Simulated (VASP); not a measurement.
Wanted: the native input for a VASP 6.6.1 run.

| Quantity | Value |
| --- | --- |
| Task | single point |
| Functional | r2SCAN |
| Potentials or basis | VASP PAW PBE potentials, release 64 (Rb_sv, Mg, Sb, O) |
| Cutoff | 660 eV |
| k mesh | 6 × 6 × 6 |
| Occupations | gaussian, width 0.05 eV |
| Spin | no spin polarisation |
| Dipole correction | no |
| Further INCAR settings | ALGO = Normal; EDIFF = 1e-06; NBANDS = 26 |

RbMgSbO3:

```
Rb Mg Sb O
1.0
     3.09146    1.78485    4.01866
    -3.09146    1.78485    4.01866
     0.00000   -3.56971    4.01866
Rb Mg Sb O
1 1 1 3
Direct
  0.87798 0.87798 0.87798
  0.32597 0.33358 0.33637
  0.57549 0.57549 0.57549
  0.49459 0.49459 0.96587
  0.96587 0.49459 0.49459
  0.49459 0.96587 0.49459
```

This cell differs from its parent crystal: atom 2 (Mg) moved -0.033 Å along Cartesian [1 1 0].

One way to write it, as run:

POSCAR

```
RbMgSbO3
1.0
    3.0914557107      1.7848527868      4.0186607574
   -3.0914557107      1.7848527868      4.0186607574
    0.0000000000     -3.5697055735      4.0186607574
Rb Mg Sb O
1 1 1 3
Direct
    0.8779837598      0.8779837598      0.8779837598
    0.3259665002      0.3335831889      0.3363710905
    0.5754906610      0.5754906610      0.5754906610
    0.4945870290      0.4945870290      0.9658740480
    0.9658740480      0.4945870290      0.4945870290
    0.4945870290      0.9658740480      0.4945870290
```

INCAR.step1

```
SYSTEM = RbMgSbO3
PREC = Accurate
ENCUT = 660
ISMEAR = 0
SIGMA = 0.05
LREAL = .False.
LASPH = .True.
NELM = 120
NBANDS = 26
GGA = PE
ALGO = Normal
EDIFF = 1E-5
LWAVE = .True.
LCHARG = .False.
GGA_COMPAT = .False.
```

INCAR.step2

```
SYSTEM = RbMgSbO3
PREC = Accurate
ENCUT = 660
EDIFF = 1E-6
ISMEAR = 0
SIGMA = 0.05
LREAL = .False.
LASPH = .True.
NELM = 120
ALGO = Normal
ISIF = 2
LWAVE = .False.
LCHARG = .False.
METAGGA = R2SCAN
LMIXTAU = .True.
NBANDS = 26
ISTART = 1
GGA_COMPAT = .False.
```

KPOINTS

```
Automatic mesh
0
Gamma
  6 6 6
  0 0 0
```

Potentials or basis: VASP PAW PBE potentials, release 64 (Rb_sv, Mg, Sb, O).

Command:

```console
$ cat potpaw_PBE.64/Rb_sv/POTCAR potpaw_PBE.64/Mg/POTCAR potpaw_PBE.64/Sb/POTCAR potpaw_PBE.64/O/POTCAR > POTCAR
$ cp INCAR.step1 INCAR
$ mpirun -np 1 vasp_std > vasp.out
$ cp INCAR.step2 INCAR
$ mpirun -np 1 vasp_std > vasp.out
```

It gave:

```json
{
 "Pressure": "0.1 GPa",
 "Largest force": "0.603 eV/Å",
 "Band gap on the k mesh": "3.58 eV"
}
```

Caveat: the cell differs from its parent crystal (atom 2 (Mg) moved -0.033 Å along Cartesian [1 1 0]); the PAW data sets were made with another functional, which shifts forces and pressure a little; spin-orbit coupling is left out, which moves the levels of the heavy elements.

Wall time 26 min on 1 thread of Intel(R) Xeon(R) Platinum 8259CL CPU @ 2.50GHz (Skylake/Cascade Lake) (shared host), peak memory 0.78 GiB.
